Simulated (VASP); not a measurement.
# BaO (Fm-3m) in VASP: single point with PBEsol

Aim: the single point of BaO with PBEsol.

All numbers are computed with VASP 6.6.1; they aren't measurements. Logs are shortened: lines on timing, memory, paths and dates and some standing lists are left out, and cuts for length are marked.

## 1. The cell of the first run

The structure is cubic, space group Fm-3m (No. 225). The conventional cell has a = 5.500 Å, b = 5.500 Å, c = 5.500 Å, α = 90.00°, β = 90.00°, γ = 90.00°. Within 3.6 Å of Ba (site symmetry m-3m) lie 6 O at 2.75 Å. O (site symmetry m-3m) has 6 Ba at 2.75 Å within 3.6 Å.

## 2. Single point, PBEsol

File INCAR:

```
PREC = Accurate
ENCUT = 1340
EDIFF = 1E-6
ISMEAR = 0
SIGMA = 0.01
LREAL = F
LASPH = T
NELM = 120
ALGO = Normal
ISIF = 2
LWAVE = F
LCHARG = T
GGA = PS
LELF = T
LVHAR = T
NBANDS = 15
GGA_COMPAT = F
```

File KPOINTS:

```
regular mesh
0
Gamma
  5 5 5
```

File POSCAR:

```
BaO
1.0
    0.0000000000      2.7500000000      2.7500000000
    2.7500000000      0.0000000000      2.7500000000
    2.7500000000      2.7500000000      0.0000000000
Ba O
1 1
Direct
    0.0000000000      0.0000000000      0.0000000000
    0.5000000000      0.5000000000      0.5000000000
```

Potentials or basis: VASP PAW PBE potentials, release 64 (Ba_sv, O_h).

Command:

```console
> cat potpaw_PBE.64/Ba_sv/POTCAR potpaw_PBE.64/O_h/POTCAR > POTCAR
> mpirun -np 1 vasp_std > vasp.out
```

OUTCAR:

```text
PREC = Accurate
   ENCUT = 1340
   EDIFF = 1E-6
   ISMEAR = 0
   LREAL = F
   LASPH = T
   NELM = 120
   ISIF = 2
   GGA = PS

 ion  position               nearest neighbor table
   1  0.000  0.000  0.000-   2 2.75   2 2.75   2 2.75   2 2.75   2 2.75   2 2.75
   2  0.500  0.500  0.500-   1 2.75   1 2.75   1 2.75   1 2.75   1 2.75   1 2.75

  LATTYP: Found a face centered cubic cell.
 ALAT       =     5.5000000000

  Lattice vectors:

 A1 = (   0.0000000000,   2.7500000000,   2.7500000000)
 A2 = (   2.7500000000,   0.0000000000,   2.7500000000)
 A3 = (   2.7500000000,   2.7500000000,   0.0000000000)

Analysis of symmetry for initial positions (statically):
=====================================================================
 Subroutine PRICEL returns:
 Original cell was already a primitive cell.

 Routine SETGRP: Setting up the symmetry group for a
 face centered cubic supercell.

 Subroutine GETGRP returns: Found 48 space group operations
 (whereof 48 operations were pure point group operations)
 out of a pool of 48 trial point group operations.

The static configuration has the point symmetry O_h .

Analysis of symmetry for dynamics (positions and initial velocities):
=====================================================================
 Subroutine PRICEL returns:
 Original cell was already a primitive cell.

 Routine SETGRP: Setting up the symmetry group for a
 face centered cubic supercell.

 Subroutine GETGRP returns: Found 48 space group operations
 (whereof 48 operations were pure point group operations)
 out of a pool of 48 trial point group operations.

The dynamic configuration has the point symmetry O_h .

 Subroutine INISYM returns: Found 48 space group operations
 (whereof 48 operations are pure point group operations),
 and found     1 'primitive' translations

----------------------------------------------------------------------------------------

                                     Primitive cell

  volume of cell :      41.5938

  direct lattice vectors                    reciprocal lattice vectors
     0.000000000  2.750000000  2.750000000    -0.181818182  0.181818182  0.181818182
     2.750000000  0.000000000  2.750000000     0.181818182 -0.181818182  0.181818182
     2.750000000  2.750000000  0.000000000     0.181818182  0.181818182 -0.181818182

  length of vectors
     3.889087297  3.889087297  3.889087297     0.314918329  0.314918329  0.314918329

  position of ions in fractional coordinates (direct lattice)
     0.000000000  0.000000000  0.000000000
     0.500000000  0.500000000  0.500000000

  ion indices of the primitive-cell ions
   primitive index   ion index
                 1           1
                 2           2

----------------------------------------------------------------------------------------

 KPOINTS: regular mesh

Automatic generation of k-mesh.
 Grid dimensions read from file:
 generate k-points for:    5    5    5

 Generating k-lattice:

  Cartesian coordinates                     Fractional coordinates (reciprocal lattice)
    -0.036363636  0.036363636  0.036363636     0.200000000  0.000000000  0.000000000
     0.036363636 -0.036363636  0.036363636     0.000000000  0.200000000  0.000000000
     0.036363636  0.036363636 -0.036363636     0.000000000  0.000000000  0.200000000

  Length of vectors
     0.062983666  0.062983666  0.062983666

  Shift w.r.t. Gamma in fractional coordinates (k-lattice)
     0.000000000  0.000000000  0.000000000

 Subroutine IBZKPT returns following result:
 ===========================================

 Found     10 irreducible k-points:

 Following reciprocal coordinates:
            Coordinates               Weight
  0.000000  0.000000  0.000000      1.000000
  0.200000  0.000000  0.000000      8.000000
  0.400000  0.000000  0.000000      8.000000
  0.200000  0.200000  0.000000      6.000000
  0.400000  0.200000  0.000000     24.000000
 -0.400000  0.200000  0.000000     24.000000
 -0.200000  0.200000  0.000000     12.000000
  0.400000  0.400000  0.000000      6.000000
 -0.400000  0.400000  0.000000     12.000000
 -0.400000  0.400000  0.200000     24.000000
   k-points           NKPTS =     10   k-points in BZ     NKDIM =     10   number of bands    NBANDS=     15
   number of dos      NEDOS =    301   number of ions     NIONS =      2
   total plane-waves  NPLWV = 110592
   dimension x,y,z NGX =    48 NGY =   48 NGZ =   48
   dimension x,y,z NGXF=    96 NGYF=   96 NGZF=   96
   ions per type =               1   1
   NGX,Y,Z   is equivalent  to a cutoff of  20.52, 20.52, 20.52 a.u.
   NGXF,Y,Z  is equivalent  to a cutoff of  41.04, 41.04, 41.04 a.u.
 SYSTEM =  unknown system
   PREC   = accura    normal or accurate (medium, high low for compatibility)
   ISTART =      0    job   : 0-new  1-cont  2-samecut
   ICHARG =      2    charge: 1-file 2-atom 10-const
   ISPIN  =      1    spin polarized calculation?
   LNONCOLLINEAR =      F non collinear calculations
   LSORBIT =      F    spin-orbit coupling
   LASPH  =      T    aspherical Exc in radial PAW
   ENCUT  = 1340.0 eV  98.49 Ry    9.92 a.u.  11.61 11.61 11.61*2*pi/ulx,y,z
   NELM   =    120;   NELMIN=  2; NELMDL= -5     # of ELM steps
   EDIFF  = 0.1E-05   stopping-criterion for ELM
   LREAL  =      F    real-space projection
   EDIFFG = 0.1E-04   stopping-criterion for IOM
   NSW    =      0    number of steps for IOM
   IBRION =     -1    ionic relax: 0-MD 1-quasi-New 2-CG
   NFREE  =      0    steps in history (QN), initial steepest desc. (CG)
   ISIF   =      2    stress and relaxation
   ISYM   =      2    0-nonsym 1-usesym 2-fastsym
   POTIM  = 0.5000    time-step for ionic-motion
   TEBEG  =    0.0;   TEEND  =   0.0 temperature during run
   PSTRESS=    0.0 pullay stress
   NELECT =      16.0000    total number of electrons
   NUPDOWN=      -1.0000    fix difference up-down
   EMIN   =  10.00;   EMAX   =-10.00  energy-range for DOS
   EFERMI =   0.00;   METHOD = LEGACY
   ISMEAR =     0;   SIGMA  =   0.01  broadening in eV -4-tet -1-fermi 0-gaus
   EFERMI_NEDOS =   21; number of points for ismear=-14 and -15
   IALGO  =     38    algorithm
   IMIX   =      4    mixing-type and parameters
     AMIX     =   0.40;   BMIX     =  1.00
     AMIX_MAG =   1.60;   BMIX_MAG =  1.00
  volume/ion in A,a.u.               =      20.80       140.34
  Fermi-wavevector in a.u.,A,eV,Ry     =   1.190617  2.249940 19.287200  1.417569
  Thomas-Fermi vector in A             =   2.326698
   LORBIT       =      0    0 simple, 1 ext, 2 COOP (PROOUT), +10 PAW based schemes
   GGA     = PS    functional components
   LHFCALC =     F    Hartree Fock is set to
   AEXX    =    0.0000 exact exchange contribution
   IVDW    =     0    specifies the selected vdW correction
   LEPSILON=     F    determine dielectric tensor
   LRPA    =     F    only Hartree local field effects (RPA)
 non-spin polarized calculation
 Gauss-broadening in eV      SIGMA  =   0.01
  energy-cutoff  :     1340.00
  volume of cell :       41.59
 maximum number of plane-waves:      4675
 NGX is ok and might be reduce to    48
   NGX = 23   NGY = 23   NGZ = 23

 number of electron      16.0000000 magnetization

 Free energy of the ion-electron system (eV)
  ---------------------------------------------------
  ext. energy  EPLUGINS =         0.00000000
  ---------------------------------------------------
  free energy    TOTEN  =       -12.40109691 eV

  energy without entropy =      -12.40109691  energy(sigma->0) =      -12.40109691

 E-fermi :   1.9825     XC(G=0):  -9.9554

 val. band max:        1.9383427270   @ k =  -0.4000   0.4000   0.0000
 cond. band min:       4.0059998163   @ k =   0.4000   0.4000   0.0000
 fundamental gap:      2.0676570892
 Fermi energy:         1.9825196949

 k-point     1 :       0.0000    0.0000    0.0000
  band No.  band energies     occupation
      1     -23.8060      2.00000
      2     -12.9490      2.00000
      3      -8.2522      2.00000
      4      -8.2522      2.00000
      5      -8.2522      2.00000
      6       1.6323      2.00000
      7       1.6323      2.00000
      8       1.6323      2.00000
      9       5.4967      0.00000
     10       6.6594      0.00000
     11       6.6594      0.00000
     12       6.6594      0.00000
     13       9.0017      0.00000
     14       9.0017      0.00000
     15      11.8089      0.00000

 k-point     2 :       0.2000    0.0000    0.0000
  band No.  band energies     occupation
      1     -23.7101      2.00000
      2     -13.2249      2.00000
      3      -8.3388      2.00000
      4      -8.2975      2.00000
      5      -8.2975      2.00000
      6       0.8835      2.00000
      7       1.1583      2.00000
      8       1.1583      2.00000
      9       6.3797      0.00000
     10       7.1158      0.00000
     11       7.4005      0.00000
     12       7.4005      0.00000
     13       9.9906      0.00000
     14       9.9906      0.00000
     15      14.0754      0.00000

 k-point     3 :       0.4000    0.0000    0.0000
  band No.  band energies     occupation
      1     -23.5471      2.00000
      2     -13.6734      2.00000
      3      -8.4603      2.00000
      4      -8.3675      2.00000
      5      -8.3675      2.00000
      6       0.0245      2.00000
      7       0.5325      2.00000
      8       0.5325      2.00000
      9       6.7787      0.00000
     10       8.9282      0.00000
     11       8.9282      0.00000
     12       9.6776      0.00000
     13      12.0214      0.00000
     14      12.0214      0.00000
     15      16.0042      0.00000
[... 91 lines left out ...]
 k-point     9 :      -0.4000    0.4000    0.0000
  band No.  band energies     occupation
      1     -23.4416      2.00000
      2     -13.3050      2.00000
      3      -9.7012      2.00000
      4      -8.7971      2.00000
      5      -8.7721      2.00000
      6       1.2583      2.00000
      7       1.4154      2.00000
      8       1.9383      2.00000
      9       4.8412      0.00000
     10       8.8124      0.00000
     11       9.1034      0.00000
     12      11.1405      0.00000
     13      11.5081      0.00000
     14      14.0739      0.00000
     15      14.6237      0.00000

 k-point    10 :      -0.4000    0.4000    0.2000
  band No.  band energies     occupation
      1     -23.4587      2.00000
      2     -13.4160      2.00000
      3      -9.2721      2.00000
      4      -9.1899      2.00000
      5      -8.3687      2.00000
      6       0.6344      2.00000
      7       1.4144      2.00000
      8       1.7316      2.00000
      9       5.8222      0.00000
     10       7.6731      0.00000
     11       9.1430      0.00000
     12      11.0239      0.00000
     13      11.7563      0.00000
     14      13.8389      0.00000
     15      14.9726      0.00000

------------------------ aborting loop because EDIFF is reached ----------------------------------------

  FORCE on cell =-STRESS in cart. coord.  units (eV):
  Direction    XX          YY          ZZ          XY          YZ          ZX
  --------------------------------------------------------------------------------------
  -------------------------------------------------------------------------------------
  Total        0.3656233      0.3656233      0.3656233      0.0000000     -0.0000000      0.0000000
  in kB       14.0836870     14.0836870     14.0836870      0.0000000     -0.0000000      0.0000000
  external PRESSURE =      14.0836870 kB  Pullay stress =       0.0000000 kB

 VOLUME and BASIS-vectors are now :
 -----------------------------------------------------------------------------
  energy-cutoff  :     1340.00
  volume of cell :       41.59
      direct lattice vectors                 reciprocal lattice vectors
     0.000000000  2.750000000  2.750000000    -0.181818182  0.181818182  0.181818182
     2.750000000  0.000000000  2.750000000     0.181818182 -0.181818182  0.181818182
     2.750000000  2.750000000  0.000000000     0.181818182  0.181818182 -0.181818182

 POSITION                                       TOTAL-FORCE (eV/Angst)
 -----------------------------------------------------------------------------------
      0.00000      0.00000      0.00000         0.000000     -0.000000      0.000000
      2.75000      2.75000      2.75000         0.000000      0.000000      0.000000
 -----------------------------------------------------------------------------------
    total drift:                               -0.000000     -0.000000     -0.000000

  FREE ENERGIE OF THE ION-ELECTRON SYSTEM (eV)
  ---------------------------------------------------
  free  energy   TOTEN  =       -12.4010969108 eV

  energy  without entropy=      -12.4010969108  energy(sigma->0) =      -12.40109691
```

It took 29 s on 1 thread of Intel Xeon Platinum 8488C (Sapphire Rapids), shared host; peak memory 0.33 GiB.

Results:

```
Free energy            : -12.4011 eV
Pressure               : 1.4 GPa
Band gap on the k mesh : 2.07 eV (least direct gap 2.21 eV)
```

Levels at points of the mesh, in eV from the valence-band top:
| k point | band 6 | band 7 | band 8 | band 9 | band 10 | band 11 |
| --- | --- | --- | --- | --- | --- | --- |
| (0.00, 0.00, 0.00) | -0.31 | -0.31 | -0.31 | 3.56 | 4.72 | 4.72 |

Caveat: the PAW data sets were made with another functional, which shifts forces and pressure a little; spin-orbit coupling is left out, which moves the levels of the heavy elements; an odd mesh through Γ misses points on the zone boundary, where band edges can lie.
